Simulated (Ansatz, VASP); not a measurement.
One calculation of MgB, two programs

File INCAR:

```
AGGAC = 1.0
AGGAX = 1.0
ALDAC = 0.0
ALDAX = 1.0
ALGO = Normal
EDIFF = 1E-7
ENCUT = 520
GGA = B5
ISIF = 2
ISMEAR = -1
LASPH = True
LCHARG = False
LREAL = False
LWAVE = False
NBANDS = 10
NELM = 100
PREC = Accurate
SIGMA = 0.05
```

The input KPOINTS:

```
k-points
0
Gamma
  9 9 9
```

POSCAR

```
MgB
1.0
    2.8951500000      0.0000000000      0.0000000000
    0.0000000000      2.8951500000      0.0000000000
    0.0000000000      0.0000000000      2.8951500000
Mg B
1 1
Direct
    0.0000000000      0.0000000000      0.0000000000
    0.5000000000      0.5000000000      0.5000000000
```

The input input.yaml:

```yaml
crystal:
  lattice:
    - [2.89515, 0.0, 0.0]
    - [0.0, 2.89515, 0.0]
    - [0.0, 0.0, 2.89515]
  atoms:
    - { symbol: Mg, position: [0.0, 0.0, 0.0] }
    - { symbol: B, position: [0.5, 0.5, 0.5] }
hamiltonian:
  xc: blyp
  pseudopotentials: { kind: paw }
kpoints:
  mp_grid: { grid: [9, 9, 9] }
  band_path:
    path:
      - [[0.0, 0.0, 0.0], [0.0, 0.5, 0.0], [0.5, 0.5, 0.0], [0.0, 0.0, 0.0], [0.5, 0.5, 0.5], [0.0, 0.5, 0.0]]
      - [[0.5, 0.5, 0.0], [0.5, 0.5, 0.5]]
    npoints: 14
scf:
  occupations: { method: fermi_dirac, width: 0.05 }
  n_extra_bands: 6
output:
  forces: true
  stress: true
  eigenvalues: true
  fatbands: false
```

Alike in both runs: functional BLYP; k mesh 9 × 9 × 9; occupations fermi-dirac, width 0.05 eV; no spin polarisation.

```csv
,VASP,Ansatz
version,VASP 6.6.1,Ansatz 0.2.0
potentials or method,"VASP PAW PBE potentials, release 64 (Mg, B)",Ansatz PAW
plane-wave cutoff (eV),520,420
valence electrons in the cell,5,13
task,single point,band structure
```

```tsv
	VASP	Ansatz	Ansatz less VASP
gap on the k mesh at the Fermi level (eV)	none	none	-
pressure (GPa)	2.4	2.6	+0.19
```

VASP's potentials were made for PBE, not for BLYP. A gap of «none» marks a metal or a gap that the smearing closes. VASP's potentials hold 5 valence electrons a cell and Ansatz's 13, so a difference there can come from the potentials and not from the codes.
